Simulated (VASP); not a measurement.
# Se (P3_121) in VASP: further runs

Runs on Se. Level: PBE. Tasks: electric field gradients.

All numbers are computed with VASP 6.6.1; they aren't measurements. Logs are shortened: lines on timing, memory, paths and dates and some standing lists are left out, and cuts for length are marked.

## Step 1: The cell of the first run

It takes space group P3_121 (No. 152, trigonal). The conventional cell has a = 4.307 Å, b = 4.307 Å, c = 4.887 Å, α = 90.00°, β = 90.00°, γ = 120.00°. Se (site symmetry 2) has 2 Se at 2.34 Å within 3.1 Å.

## Step 2: Electric field gradients, PBE (26.17 Å³/atom)

Input file INCAR:

```
SYSTEM = Se
  PREC = Accurate
  ENCUT = 520
  EDIFF = 1E-8
  ISMEAR = -1
  SIGMA = 0.03
  LREAL = .FALSE.
  LASPH = .TRUE.
  NELM = 100
  ALGO = Normal
  ISIF = 2
  LWAVE = .FALSE.
  LCHARG = .FALSE.
  GGA = PE
  LEFG = .TRUE.
  NBANDS = 16
```

Input file KPOINTS:

```
Automatic mesh
0
G
  6 6 5
  0 0 0
```

Input file POSCAR:

```
Se
1.0
    4.3071900132      0.0000000000      0.0000000000
   -2.1535950066      3.7301359704      0.0000000000
    0.0000000000      0.0000000000      4.8866512526
Se
3
Direct
    0.2254000000      0.0000000000      0.3333333333
    0.0000000000      0.2254000000      0.6666666667
    0.7746000000      0.7746000000      0.0000000000
```

Potentials or basis: VASP PAW PBE potentials, release 64 (Se).

On the command line:

```console
cat potpaw_PBE.64/Se/POTCAR > POTCAR
mpirun -np 1 vasp_std > vasp.out
```

OUTCAR:

```text
SYSTEM = Se
   PREC = Accurate
   ENCUT = 520
   EDIFF = 1E-8
   ISMEAR = -1
   LREAL = .FALSE.
   LASPH = .TRUE.
   NELM = 100
   ISIF = 2
   GGA = PE

 ion  position               nearest neighbor table
   1  0.225  0.000  0.333-   3 2.34   2 2.34
   2  0.000  0.225  0.667-   3 2.34   1 2.34
   3  0.775  0.775  0.000-   1 2.34   2 2.34

  LATTYP: Found a hexagonal cell.
 ALAT       =     4.3071900132
 C/A-ratio  =     1.1345334749

  Lattice vectors:

 A1 = (   4.3071900132,   0.0000000000,   0.0000000000)
 A2 = (  -2.1535950066,   3.7301359704,   0.0000000000)
 A3 = (   0.0000000000,   0.0000000000,   4.8866512526)

Analysis of symmetry for initial positions (statically):
=====================================================================
 Subroutine PRICEL returns:
 Original cell was already a primitive cell.

 Routine SETGRP: Setting up the symmetry group for a
 hexagonal supercell.

 Subroutine GETGRP returns: Found  6 space group operations
 (whereof  2 operations were pure point group operations)
 out of a pool of 24 trial point group operations.

The static configuration has the point symmetry C_2 .
 The point group associated with its full space group is D_3 .

Analysis of symmetry for dynamics (positions and initial velocities):
=====================================================================
 Subroutine PRICEL returns:
 Original cell was already a primitive cell.

 Routine SETGRP: Setting up the symmetry group for a
 hexagonal supercell.

 Subroutine GETGRP returns: Found  6 space group operations
 (whereof  2 operations were pure point group operations)
 out of a pool of 24 trial point group operations.

The dynamic configuration has the point symmetry C_2 .
 The point group associated with its full space group is D_3 .

 Subroutine INISYM returns: Found  6 space group operations
 (whereof  2 operations are pure point group operations),
 and found     1 'primitive' translations

----------------------------------------------------------------------------------------

                                     Primitive cell

  volume of cell :      78.5109

  direct lattice vectors                    reciprocal lattice vectors
     4.307190013  0.000000000  0.000000000     0.232169929  0.134043371  0.000000000
    -2.153595007  3.730135970  0.000000000     0.000000000  0.268086742  0.000000000
     0.000000000  0.000000000  4.886651253     0.000000000  0.000000000  0.204639118

  length of vectors
     4.307190013  4.307190013  4.886651253     0.268086742  0.268086742  0.204639118

  position of ions in fractional coordinates (direct lattice)
     0.225400000  0.000000000  0.333333333
     1.000000000  0.225400000  0.666666667
     0.774600000  0.774600000  0.000000000

  ion indices of the primitive-cell ions
   primitive index   ion index
                 1           1
                 2           2
                 3           3

----------------------------------------------------------------------------------------

 KPOINTS: Automatic mesh

Automatic generation of k-mesh.
 Grid dimensions read from file:
 generate k-points for:    6    6    5

 Generating k-lattice:

  Cartesian coordinates                     Fractional coordinates (reciprocal lattice)
     0.038694988  0.022340562  0.000000000     0.166666667 -0.000000000  0.000000000
     0.000000000  0.044681124  0.000000000     0.000000000  0.166666667  0.000000000
     0.000000000  0.000000000  0.040927824     0.000000000  0.000000000  0.200000000

  Length of vectors
     0.044681124  0.044681124  0.040927824

  Shift w.r.t. Gamma in fractional coordinates (k-lattice)
     0.000000000  0.000000000  0.000000000

 Subroutine IBZKPT returns following result:
 ===========================================

 Found     27 irreducible k-points:

 Following reciprocal coordinates:
            Coordinates               Weight
  0.000000  0.000000  0.000000      1.000000
  0.166667  0.000000  0.000000      6.000000
  0.333333  0.000000  0.000000      6.000000
  0.500000  0.000000  0.000000      3.000000
  0.166667  0.166667  0.000000      6.000000
  0.333333  0.166667  0.000000     12.000000
[... 16 lines left out ...]
  0.500000  0.000000  0.400000      6.000000
  0.166667  0.166667  0.400000     12.000000
 [... further k-points ...]
   k-points           NKPTS =     27   k-points in BZ     NKDIM =     27   number of bands    NBANDS=     16
   number of dos      NEDOS =    301   number of ions     NIONS =      3
   total plane-waves  NPLWV =  36864
   dimension x,y,z NGX =    32 NGY =   32 NGZ =   36
   dimension x,y,z NGXF=    64 NGYF=   64 NGZF=   72
   ions per type =               3
   NGX,Y,Z   is equivalent  to a cutoff of  12.35, 12.35, 12.25 a.u.
   NGXF,Y,Z  is equivalent  to a cutoff of  24.70, 24.70, 24.49 a.u.
 SYSTEM =  Se
   PREC   = accura    normal or accurate (medium, high low for compatibility)
   ISTART =      0    job   : 0-new  1-cont  2-samecut
   ICHARG =      2    charge: 1-file 2-atom 10-const
   ISPIN  =      1    spin polarized calculation?
   LNONCOLLINEAR =      F non collinear calculations
   LSORBIT =      F    spin-orbit coupling
   LASPH  =      T    aspherical Exc in radial PAW
   ENCUT  =  520.0 eV  38.22 Ry    6.18 a.u.   8.01  8.01  9.09*2*pi/ulx,y,z
   NELM   =    100;   NELMIN=  2; NELMDL= -5     # of ELM steps
   EDIFF  = 0.1E-07   stopping-criterion for ELM
   LREAL  =      F    real-space projection
   EDIFFG = 0.1E-06   stopping-criterion for IOM
   NSW    =      0    number of steps for IOM
   IBRION =     -1    ionic relax: 0-MD 1-quasi-New 2-CG
   NFREE  =      0    steps in history (QN), initial steepest desc. (CG)
   ISIF   =      2    stress and relaxation
   ISYM   =      2    0-nonsym 1-usesym 2-fastsym
   POTIM  = 0.5000    time-step for ionic-motion
   TEBEG  =    0.0;   TEEND  =   0.0 temperature during run
   PSTRESS=    0.0 pullay stress
   NELECT =      18.0000    total number of electrons
   NUPDOWN=      -1.0000    fix difference up-down
   EMIN   =  10.00;   EMAX   =-10.00  energy-range for DOS
   EFERMI =   0.00;   METHOD = LEGACY
   ISMEAR =    -1;   SIGMA  =   0.03  broadening in eV -4-tet -1-fermi 0-gaus
   EFERMI_NEDOS =   21; number of points for ismear=-14 and -15
   IALGO  =     38    algorithm
   IMIX   =      4    mixing-type and parameters
     AMIX     =   0.40;   BMIX     =  1.00
     AMIX_MAG =   1.60;   BMIX_MAG =  1.00
  volume/ion in A,a.u.               =      26.17       176.61
  Fermi-wavevector in a.u.,A,eV,Ry     =   1.001972  1.893453 13.659545  1.003948
  Thomas-Fermi vector in A             =   2.134429
   LORBIT       =      0    0 simple, 1 ext, 2 COOP (PROOUT), +10 PAW based schemes
   GGA     = PE    functional components
   LHFCALC =     F    Hartree Fock is set to
   AEXX    =    0.0000 exact exchange contribution
   IVDW    =     0    specifies the selected vdW correction
   LEPSILON=     F    determine dielectric tensor
   LRPA    =     F    only Hartree local field effects (RPA)
 non-spin polarized calculation
  energy-cutoff  :      520.00
  volume of cell :       78.51
 maximum number of plane-waves:      2134
   NGX = 17   NGY = 17   NGZ = 19

 number of electron      18.0000001 magnetization

 Free energy of the ion-electron system (eV)
  ---------------------------------------------------
  ext. energy  EPLUGINS =         0.00000000
  ---------------------------------------------------
  free energy    TOTEN  =       -10.38289531 eV

  energy without entropy =      -10.38289531  energy(sigma->0) =      -10.38289531

 E-fermi :   3.6649     XC(G=0):  -9.0203

 val. band max:        3.0040864570   @ k =  -0.1667   0.5000   0.4000
 cond. band min:       4.2898924645   @ k =   0.0000   0.0000   0.4000
 fundamental gap:      1.2858060074
 Fermi energy:         3.6649418134

 k-point     1 :       0.0000    0.0000    0.0000
  band No.  band energies     occupation
      1     -13.0973      2.00000
      2      -8.7386      2.00000
      3      -8.7386      2.00000
      4      -0.8592      2.00000
      5      -0.8517      2.00000
      6      -0.8517      2.00000
[... 8 lines left out ...]
     15       9.4859      0.00000
     16      11.4486      0.00000

 k-point     2 :       0.1667    0.0000    0.0000
  band No.  band energies     occupation
      1     -12.9847      2.00000
      2      -8.8427      2.00000
      3      -8.7246      2.00000
      4      -1.6535      2.00000
      5      -1.2027      2.00000
      6      -0.6255      2.00000
[... 8 lines left out ...]
     15      10.4859      0.00000
     16      11.4431      0.00000

 k-point     3 :       0.3333    0.0000    0.0000
  band No.  band energies     occupation
      1     -12.7286      2.00000
      2      -9.1105      2.00000
      3      -8.6954      2.00000
      4      -2.2067      2.00000
      5      -1.6361      2.00000
      6      -0.6822      2.00000
[... 8 lines left out ...]
     15      11.6172      0.00000
     16      12.6177      0.00000

 k-point     4 :       0.5000    0.0000    0.0000
  band No.  band energies     occupation
      1     -12.5792      2.00000
      2      -9.2797      2.00000
      3      -8.6803      2.00000
      4      -2.3223      2.00000
      5      -1.8168      2.00000
      6      -0.5390      2.00000
[... 8 lines left out ...]
     15      12.7919      0.00000
     16      12.8236      0.00000
[... 324 lines left out ...]
 k-point    22 :       0.0000    0.3333    0.4000
  band No.  band energies     occupation
      1     -11.9885      2.00000
      2     -11.1341      2.00000
      3      -7.2557      2.00000
      4      -2.7540      2.00000
      5      -1.6148      2.00000
      6      -0.9239      2.00000
[... 8 lines left out ...]
     15      11.0073      0.00000
     16      12.1630      0.00000

 k-point    23 :       0.5000    0.0000    0.4000
  band No.  band energies     occupation
      1     -11.8696      2.00000
      2     -11.0328      2.00000
      3      -7.5627      2.00000
      4      -3.0002      2.00000
      5      -1.7548      2.00000
      6      -1.1163      2.00000
[... 8 lines left out ...]
     15      12.2328      0.00000
     16      12.5003      0.00000

 k-point    24 :       0.1667    0.1667    0.4000
  band No.  band energies     occupation
      1     -12.0509      2.00000
      2     -11.1698      2.00000
      3      -7.1283      2.00000
      4      -2.4919      2.00000
      5      -1.5686      2.00000
      6      -0.9335      2.00000
[... 8 lines left out ...]
     15      11.1092      0.00000
     16      11.4771      0.00000

 [... further k-points ...]

------------------------ aborting loop because EDIFF is reached ----------------------------------------

  FORCE on cell =-STRESS in cart. coord.  units (eV):
  Direction    XX          YY          ZZ          XY          YZ          ZX
  --------------------------------------------------------------------------------------
  -------------------------------------------------------------------------------------
  Total        2.2425503      2.2425503      3.8828834      0.0000000      0.0000000     -0.0000000
  in kB       45.7638696     45.7638696     79.2382520      0.0000000      0.0000000     -0.0000000
  external PRESSURE =      56.9219970 kB  Pullay stress =       0.0000000 kB

 VOLUME and BASIS-vectors are now :
 -----------------------------------------------------------------------------
  energy-cutoff  :      520.00
  volume of cell :       78.51
      direct lattice vectors                 reciprocal lattice vectors
     4.307190013  0.000000000  0.000000000     0.232169929  0.134043371  0.000000000
    -2.153595007  3.730135970  0.000000000     0.000000000  0.268086742  0.000000000
     0.000000000  0.000000000  4.886651253     0.000000000  0.000000000  0.204639118

 POSITION                                       TOTAL-FORCE (eV/Angst)
 -----------------------------------------------------------------------------------
      0.97084      0.00000      1.62888         0.888077     -0.000000      0.000000
     -0.48542      0.84077      3.25777        -0.444038      0.769097     -0.000000
      1.66817      2.88936      0.00000        -0.444038     -0.769097      0.000000
 -----------------------------------------------------------------------------------
    total drift:                               -0.000000     -0.000000     -0.000000

  FREE ENERGIE OF THE ION-ELECTRON SYSTEM (eV)
  ---------------------------------------------------
  free  energy   TOTEN  =       -10.3828953135 eV

  energy  without entropy=      -10.3828953134  energy(sigma->0) =      -10.38289531

 Electric field gradients (V/A^2)
---------------------------------------------------------------------
 ion       V_xx      V_yy      V_zz      V_xy      V_xz      V_yz
---------------------------------------------------------------------
   1     158.893  -332.341   173.448    -0.000    -0.000   325.354
   2    -209.533    36.084   173.448  -212.711  -281.765  -162.677
   3    -209.533    36.084   173.449   212.710   281.765  -162.677
---------------------------------------------------------------------

 Electric field gradients after diagonalization (V/A^2)
 (convention: |V_zz| > |V_xx| > |V_yy|)
----------------------------------------------------------------------
 ion       V_xx      V_yy      V_zz     asymmetry (V_yy - V_xx)/ V_zz
----------------------------------------------------------------------
   1     332.635   158.893  -491.528       0.353
   2     332.635   158.893  -491.528       0.353
   3     332.635   158.893  -491.528       0.353
----------------------------------------------------------------------

           NMR quadrupolar parameters

 Cq : quadrupolar parameter    Cq=e*Q*V_zz/h
 eta: asymmetry parameters     (V_yy - V_xx)/ V_zz
 Q  : nuclear electric quadrupole moment in mb (millibarn)
----------------------------------------------------------------------
 ion       Cq(MHz)       eta       Q (mb)
----------------------------------------------------------------------
   1      -1.189       0.353       1.000
   2      -1.189       0.353       1.000
   3      -1.189       0.353       1.000
----------------------------------------------------------------------
```

Wall time 11 s (1 thread of Intel Xeon 6975P-C (Granite Rapids), shared host); peak memory 0.18 GiB.

What came out:

```
Free energy                             : -10.3829 eV
Pressure                                : 5.7 GPa
Largest force                           : 0.888 eV/Å
Band gap on the k mesh                  : 1.29 eV (least direct gap 1.59 eV)
Largest electric field gradient by atom : Se -491.5 V/Å²
```

Forces on the atoms (eV/Å):
```
Se   0.888  0.000  0.000
Se  -0.444  0.769  0.000
Se  -0.444 -0.769  0.000
```

Levels at points of the mesh, in eV from the valence-band top:
| k point | band 5 | band 6 | band 7 | band 8 | band 9 | band 10 | band 11 | band 12 | band 13 | band 14 |
| --- | --- | --- | --- | --- | --- | --- | --- | --- | --- | --- |
| (0.00, 0.00, 0.00) | -3.86 | -3.86 | -2.12 | -2.12 | -0.37 | 2.05 | 2.05 | 2.28 | 6.35 | 6.48 |
| (0.50, 0.00, 0.00) | -4.82 | -3.54 | -2.95 | -1.80 | -0.98 | 2.06 | 2.48 | 4.42 | 5.24 | 7.79 |

Electric field gradients, principal values (V/Å²):
| atom | least | middle | greatest (by size) |
| --- | --- | --- | --- |
| 1 Se | 158.893 | 332.635 | -491.528 |
| 2 Se | 158.893 | 332.635 | -491.528 |
| 3 Se | 158.893 | 332.635 | -491.528 |

Caveat: the cell stands under pressure; without QUAD_EFG the Cq values of the log hold for a quadrupole moment of 1 mb, not for the nuclei; an odd mesh through Γ misses points on the zone boundary, where band edges can lie.

## Step 3: Electric field gradients, PBE (26.99 Å³/atom)

This run uses another cell than the first one, of 26.99 Å³/atom.

Input file INCAR:

```
SYSTEM = Se
  ALGO = Normal
  EDIFF = 1E-8
  ENCUT = 520
  GGA = PE
  ISIF = 2
  ISMEAR = -1
  LASPH = .True.
  LCHARG = .False.
  LEFG = .True.
  LREAL = .False.
  LWAVE = .False.
  NBANDS = 16
  NELM = 100
  PREC = Accurate
  SIGMA = 0.03
```

Input file KPOINTS:

```
k-points
0
Gamma
  6 6 5
  0 0 0
```

Input file POSCAR:

```
Se
1.0
    4.3515971644      0.0000000000      0.0000000000
   -2.1757985822      3.7685936915      0.0000000000
    0.0000000000      0.0000000000      4.9370326522
Se
3
Direct
    0.2254000000      0.0000000000      0.3333333333
    0.0000000000      0.2254000000      0.6666666667
    0.7746000000      0.7746000000      0.0000000000
```

Potentials or basis: VASP PAW PBE potentials, release 64 (Se).

On the command line:

```console
cat potpaw_PBE.64/Se/POTCAR > POTCAR
mpirun -np 1 vasp_std > vasp.out
```

OUTCAR:

```text
SYSTEM = Se
   EDIFF = 1E-8
   ENCUT = 520
   GGA = PE
   ISIF = 2
   ISMEAR = -1
   LASPH = .True.
   LREAL = .False.
   NELM = 100
   PREC = Accurate

 ion  position               nearest neighbor table
   1  0.225  0.000  0.333-   3 2.37   2 2.37
   2  0.000  0.225  0.667-   3 2.37   1 2.37
   3  0.775  0.775  0.000-   1 2.37   2 2.37

  LATTYP: Found a hexagonal cell.
 ALAT       =     4.3515971644
 C/A-ratio  =     1.1345334749

  Lattice vectors:
[... 676 lines left out ...]
  free  energy   TOTEN  =       -10.4533014578 eV

  energy  without entropy=      -10.4533014577  energy(sigma->0) =      -10.45330146

 Electric field gradients (V/A^2)
---------------------------------------------------------------------
 ion       V_xx      V_yy      V_zz      V_xy      V_xz      V_yz
---------------------------------------------------------------------
   1     164.991  -338.701   173.711    -0.000     0.000   329.680
   2    -212.778    39.068   173.711  -218.105  -285.511  -164.840
   3    -212.778    39.068   173.710   218.105   285.511  -164.840
---------------------------------------------------------------------

 Electric field gradients after diagonalization (V/A^2)
 (convention: |V_zz| > |V_xx| > |V_yy|)
----------------------------------------------------------------------
 ion       V_xx      V_yy      V_zz     asymmetry (V_yy - V_xx)/ V_zz
----------------------------------------------------------------------
   1     335.033   164.991  -500.024       0.340
   2     335.033   164.991  -500.024       0.340
   3     335.033   164.990  -500.024       0.340
----------------------------------------------------------------------

           NMR quadrupolar parameters

 Cq : quadrupolar parameter    Cq=e*Q*V_zz/h
 eta: asymmetry parameters     (V_yy - V_xx)/ V_zz
 Q  : nuclear electric quadrupole moment in mb (millibarn)
----------------------------------------------------------------------
 ion       Cq(MHz)       eta       Q (mb)
----------------------------------------------------------------------
   1      -1.209       0.340       1.000
   2      -1.209       0.340       1.000
   3      -1.209       0.340       1.000
----------------------------------------------------------------------
```

Run time: 12 s. Hardware: 1 thread of Intel Xeon 6975P-C (Granite Rapids), shared host; peak memory 0.19 GiB.

Results:

```
Free energy                             : -10.4533 eV
Pressure                                : 3.6 GPa
Largest force                           : 0.540 eV/Å
Band gap on the k mesh                  : 1.31 eV (least direct gap 1.53 eV)
Largest electric field gradient by atom : Se -500.0 V/Å²
```

Forces on the atoms (eV/Å):
```
Se   0.540  0.000  0.000
Se  -0.270  0.467  0.000
Se  -0.270 -0.467  0.000
```

Levels at points of the mesh, in eV from the valence-band top:
```csv
k point,band 7,band 8,band 9,band 10,band 11,band 12
"(0.00, 0.00, 0.00)",-1.99,-1.99,-0.33,2.00,2.00,2.27
"(0.50, 0.00, 0.00)",-2.84,-1.71,-0.92,2.04,2.45,4.27
```

Electric field gradients, principal values (V/Å²):
| atom | least | middle | greatest (by size) |
| --- | --- | --- | --- |
| 1 Se | 164.991 | 335.033 | -500.024 |
| 2 Se | 164.991 | 335.033 | -500.024 |
| 3 Se | 164.990 | 335.033 | -500.024 |

Caveat: the cell stands under pressure; without QUAD_EFG the Cq values of the log hold for a quadrupole moment of 1 mb, not for the nuclei; an odd mesh through Γ misses points on the zone boundary, where band edges can lie.

(Part 1 of 2 ends here.)
